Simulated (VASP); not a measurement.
Wanted: the native input for a VASP 6.6.1 run.

* Task: relaxation of cell and atoms
* Functional: PBE
* Potentials or basis: VASP PAW PBE potentials, release 64 (Be, H, Br)
* Cutoff: 600 eV
* k mesh: 12 × 12 × 12
* Occupations: gaussian, width 0.1 eV
* Spin: no spin polarisation
* Dipole correction: no
* Further INCAR settings: ALGO = Normal; EDIFF = 1e-06; IBRION = 2; EDIFFG = -0.01; NSW = 100; ISIF = 3

The structure of Be2H3Br lies in POSCAR:

```
Be2H3Br
1.0
    1.7030906176      0.9832798265      5.3154232436
   -1.7030906176      0.9832798265      5.3154232436
    0.0000000000     -1.9665596531      5.3154232436
Be H Br
2 3 1
Direct
    0.9419268109      0.9419268109      0.9419268109
    0.0580731891      0.0580731891      0.0580731891
    0.0000000000      0.5000000000      0.5000000000
    0.5000000000      0.0000000000      0.5000000000
    0.5000000000      0.5000000000      0.0000000000
    0.5000000000      0.5000000000      0.5000000000
```

The cell was generated, and may not be a known phase.

The input as run:

INCAR

```
SYSTEM = Be2H3Br
ALGO     = Normal         ! electronic algorithm
EDIFF    = 1E-6           ! SCF threshold, eV
EDIFFG   = -0.01          ! ionic threshold
ENCUT    = 600            ! plane-wave cutoff, eV
GGA      = PE             ! functional
IBRION   = 2              ! ionic algorithm
ISIF     = 3              ! what is computed and relaxed
ISMEAR   = 0              ! smearing method
LASPH    = .TRUE.         ! aspherical terms in the spheres
LCHARG   = .FALSE.        ! write CHGCAR
LREAL    = .FALSE.        ! projectors in reciprocal space
LWAVE    = .FALSE.        ! write WAVECAR
NELM     = 80             ! most SCF steps
NSW      = 100            ! ionic steps
PREC     = Accurate       ! precision mode
SIGMA    = 0.1            ! smearing width, eV
```

KPOINTS

```
k-points
0
G
  12 12 12
  0 0 0
```

Potentials or basis: VASP PAW PBE potentials, release 64 (Be, H, Br).

Run with:

```bash
$ cat potpaw_PBE.64/Be/POTCAR potpaw_PBE.64/H/POTCAR potpaw_PBE.64/Br/POTCAR > POTCAR
$ mpirun -np 1 vasp_std > vasp.out
```

Results of the run:

- Relaxed volume: 8.94 Å³/atom
- Relaxed cell: a = 5.657 Å, b = 5.657 Å, c = 5.657 Å, α = 35.16°, β = 35.16°, γ = 35.16°
- Space group after relaxing (to 0.1 Å): R-3m (No. 166)
- Energy gained by relaxing: 0.2 meV/atom
- Ionic steps: 5
- Pressure after relaxing: -0.1 GPa
- Largest force after relaxing: 0.005 eV/Å
- Band gap on the k mesh: zero (bands 7 and 8 overlap by 2.79 eV)

It took 11 min on 1 thread of Intel(R) Xeon(R) Platinum 8375C CPU @ 2.90GHz (Ice Lake) (shared host), peak memory 0.44 GiB.
